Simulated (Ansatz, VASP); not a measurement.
One calculation of CoO, two programs

File INCAR:

```
SYSTEM = CoO
PREC = Accurate
ENCUT = 520
EDIFF = 1E-6
ISMEAR = 0
SIGMA = 0.1
LREAL = .FALSE.
LASPH = .TRUE.
NELM = 150
ALGO = Normal
ISIF = 2
LWAVE = .FALSE.
LCHARG = .FALSE.
ISPIN = 2
MAGMOM = 2.79 0.28
LORBIT = 11
LMAXMIX = 4
LDAU = .TRUE.
LDAUTYPE = 2
LDAUL = 2 -1
LDAUU = 3.32 0
LDAUJ = 0 0
LDAUPRINT = 1
GGA = PE
NBANDS = 18
```

Contents of KPOINTS:

```
regular mesh
0
G
  16 16 16
  0 0 0
```

File POSCAR:

```
CoO
1.0
    0.0000000000      2.1139259956      2.1139259956
    2.1139259956      0.0000000000      2.1139259956
    2.1139259956      2.1139259956      0.0000000000
Co O
1 1
Direct
    0.0000000000      0.0000000000      0.0000000000
    0.5000000000      0.5000000000      0.5000000000
```

Input for Ansatz:

```yaml
crystal:
  lattice:
    - [0.0, 2.1139259956, 2.1139259956]
    - [2.1139259956, 0.0, 2.1139259956]
    - [2.1139259956, 2.1139259956, 0.0]
  atoms:
    - { symbol: Co, position: [0.0, 0.0, 0.0], spin: 2.79 }
    - { symbol: O, position: [0.5, 0.5, 0.5], spin: 0.28 }
basis:
  ecutwfc: 420
kpoints:
  mp_grid: { grid: [16, 16, 16] }
hamiltonian:
  xc: pbe
  hubbard: { sites: [{ species: Co, l: d, u_eff: 3.32 }] }
scf:
  occupations: { method: gaussian, width: 0.1 }
output:
  forces: true
  stress: true
  eigenvalues: true
  populations: true
magnetization:
  spin_polarized: true
```

Alike in both runs: task single point; functional PBE; k mesh 16 × 16 × 16; occupations gaussian, width 0.1 eV; collinear spin; Hubbard terms Co d U = 3.32 eV.

|  | VASP | Ansatz |
| --- | --- | --- |
| version | VASP 6.6.1 | Ansatz 0.2.0 |
| potentials or method | VASP PAW PBE potentials, release 64 (Co, O), cutoff 520 eV | scalar-relativistic, plane waves, PAW |
| valence electrons in the cell | 15 | 23 |

```csv
,VASP,Ansatz,Ansatz less VASP
pressure (GPa),2.6,13.6,+10.92
net moment per atom (μB),1.50,1.50,0.000
size of the moment on the site where the two differ most (μB),2.73,2.59,-0.136
```

Site moments also hang on the region over which each program counts them. The programs project onto different local orbitals, so the same U acts differently, and such runs can settle in different states. VASP's potentials hold 15 valence electrons a cell and Ansatz's 23, so a difference there can come from the potentials and not from the codes. Ansatz's warnings: look outside group, minimisation memory short, reached outside group.
